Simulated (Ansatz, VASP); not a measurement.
# Si4N: VASP beside Ansatz

File INCAR:

```
SYSTEM = Si4N
  PREC = Accurate
  ENCUT = 520
  EDIFF = 1E-6
  ISMEAR = 0
  SIGMA = 0.05
  LREAL = .FALSE.
  LASPH = .TRUE.
  NELM = 150
  ALGO = Normal
  ISIF = 2
  LWAVE = .FALSE.
  LCHARG = .TRUE.
  ISPIN = 2
  MAGMOM = 0 0 0 0 3
  LORBIT = 11
  LDIPOL = .TRUE.
  IDIPOL = 3
  DIPOL = 0.5 0.5 0.327
  GGA = PE
  IVDW = 12
  LELF = .TRUE.
  LVHAR = .TRUE.
  LVACPOTAV = .TRUE.
  NBANDS = 22
```

The input KPOINTS:

```
regular mesh
0
G
  7 7 1
  0 0 0
```

File POSCAR:

```
Si4N
1.0
    3.8333442755      0.0000000000      0.0000000000
    0.0000000000      3.8333442755      0.0000000000
    0.0000000000      0.0000000000     21.1034818114
Si N
4 1
Direct
    0.0000000000      0.5000000000      0.1895421825
    0.0000000000      0.0000000000      0.2537634269
    0.5000000000      0.0000000000      0.3207061922
    0.5000000000      0.5000000000      0.3839879070
    0.5000000000      0.7500000000      0.4882361074
```

Input for Ansatz:

```yaml
crystal:
  lattice:
    - [3.8333442755, 0.0, 0.0]
    - [0.0, 3.8333442755, 0.0]
    - [0.0, 0.0, 21.1034818114]
  atoms:
    - { symbol: Si, position: [0.0, 0.5, 0.1895421825] }
    - { symbol: Si, position: [0.0, 0.0, 0.2537634269] }
    - { symbol: Si, position: [0.5, 0.0, 0.3207061922] }
    - { symbol: Si, position: [0.5, 0.5, 0.383987907] }
    - { symbol: "N", position: [0.5, 0.75, 0.4882361074], spin: 3.0 }
basis:
  ecutwfc: 420
kpoints:
  mp_grid: { grid: [7, 7, 1] }
hamiltonian:
  xc: pbe
  pseudopotentials: { kind: paw, azcp: { folder: soft_1 } }
  dispersion: d3bj
scf:
  occupations: { method: gaussian, width: 0.05 }
output:
  forces: true
  eigenvalues: true
  populations: true
magnetization:
  spin_polarized: true
efield:
  axis: 3
  dipole_correction: true
  ramp_width: 0.04
```

Alike in both runs: task single point; functional PBE; dispersion D3(BJ); k mesh 7 × 7 × 1; occupations gaussian, width 0.05 eV; collinear spin.

|  | VASP | Ansatz |
| --- | --- | --- |
| version | VASP 6.6.1 | Ansatz 0.2.0 |
| potentials or method | VASP PAW PBE potentials, release 64 (Si, N), cutoff 520 eV | scalar-relativistic, plane waves, PAW |
| valence electrons in the cell | 21 | 21 |

VASP gave:

* gap on the k mesh at the Fermi level (eV): none
* rms of the force components (eV/Å): 0.892
* net moment per atom (μB): 0.36
* size of the moment on the site where the two differ most (μB): 1.40
* work function, face that differs most (eV): 6.45

Question: Which values does Ansatz return?

Answer: gap on the k mesh at the Fermi level (eV): none; rms of the force components (eV/Å): 0.893; net moment per atom (μB): 0.36; size of the moment on the site where the two differ most (μB): 1.78; work function, face that differs most (eV): 6.45.

Site moments also hang on the region over which each program counts them. Atom by atom the forces differ by 0.003 eV/Å (rms over components). A gap of «none» marks a metal or a gap that the smearing closes.
